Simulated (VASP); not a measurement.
Write the native input for VASP 6.6.1 that does the following.

```yaml
Task: single point
Functional: LDA
Potentials_or_basis: VASP PAW LDA potentials, release 64 (K_sv, Ta_pv, O)
Cutoff: 520 eV
k_mesh: 8 × 8 × 8
Occupations: gaussian, width 0.02 eV
Spin: no spin polarisation
Dipole_correction: no
Further_INCAR_settings: ALGO = Normal; EDIFF = 1e-07; NBANDS = 27
```

The structure of KTaO3 lies in POSCAR:

```
KTaO3
1.0
    3.9519913039      0.0000000000      0.0000000000
    0.0000000000      3.9519913039      0.0000000000
    0.0000000000      0.0000000000      3.9519913039
K Ta O
1 1 3
Direct
    0.5000000000      0.5000000000      0.5000000000
    0.0000000000      0.0000000000      0.0000000000
    0.5000000000      0.0000000000      0.0000000000
    0.0000000000      0.5000000000      0.0000000000
    0.0000000000      0.0000000000      0.5000000000
```

These files were run (other wordings do the same):

INCAR

```
SYSTEM = KTaO3
ALGO = Normal ; EDIFF = 1E-7
ENCUT = 520 ; GGA = CA
ISIF = 2 ; ISMEAR = 0
LASPH = .TRUE. ; LCHARG = .FALSE.
LREAL = .FALSE. ; LWAVE = .FALSE.
NBANDS = 27 ; NELM = 80
PREC = Accurate ; SIGMA = 0.02
```

KPOINTS

```
k-points
0
G
  8 8 8
  0 0 0
```

Potentials or basis: VASP PAW LDA potentials, release 64 (K_sv, Ta_pv, O).

The run is started by

```sh
$ cat potpaw_LDA.64/K_sv/POTCAR potpaw_LDA.64/Ta_pv/POTCAR potpaw_LDA.64/O/POTCAR > POTCAR
$ mpirun -np 1 vasp_std > vasp.out
```

Results of the run:

```
Pressure               : 1.3 GPa
Band gap on the k mesh : 2.08 eV, indirect (least direct gap 2.69 eV)
```

Caveat: spin-orbit coupling is left out, which moves the levels of the heavy elements.

Wall time 44 s on 1 thread of Intel Xeon 6975P-C, with other jobs on the host, peak memory 0.19 GiB.
